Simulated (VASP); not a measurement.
Here is a VASP 6.6.1 calculation.

File INCAR:

```
SYSTEM = Nb3C4
PREC     = Accurate       ! precision mode
ENCUT    = 520            ! plane-wave cutoff, eV
EDIFF    = 1E-6           ! SCF threshold, eV
ISMEAR   = 0              ! smearing method
SIGMA    = 0.1            ! smearing width, eV
LREAL    = .FALSE.        ! projectors in reciprocal space
LASPH    = .TRUE.         ! aspherical terms in the spheres
NELM     = 80             ! most SCF steps
ALGO     = Normal         ! electronic algorithm
ISIF     = 2              ! what is computed and relaxed
LWAVE    = .FALSE.        ! write WAVECAR
LCHARG   = .FALSE.        ! write CHGCAR
GGA      = PE             ! functional
NBANDS   = 36             ! bands
```

Contents of KPOINTS:

```
regular mesh
0
G
  8 8 8
  0 0 0
```

The input POSCAR:

```
Nb3C4
1.0
    4.3918770777      0.0000000000      0.0000000000
    0.0000000000      4.3918770777      0.0000000000
    0.0000000000      0.0000000000      4.3918770777
Nb C
3 4
Direct
    0.0000000000      0.5000000000      0.5000000000
    0.5000000000      0.0000000000      0.5000000000
    0.5000000000      0.5000000000      0.0000000000
    0.5000000000      0.0000000000      0.0000000000
    0.0000000000      0.5000000000      0.0000000000
    0.0000000000      0.0000000000      0.5000000000
    0.0000000000      0.0000000000      0.0000000000
```

Potentials or basis: VASP PAW PBE potentials, release 64 (Nb_sv, C).

The run is started by

```bash
$ cat potpaw_PBE.64/Nb_sv/POTCAR potpaw_PBE.64/C/POTCAR > POTCAR
$ mpirun -np 1 vasp_std > vasp.out
```

Predict the pressure.

-0.3 GPa.

Predict the band gap on the k mesh.

zero (an odd number of electrons rules out a gap without spin polarisation).
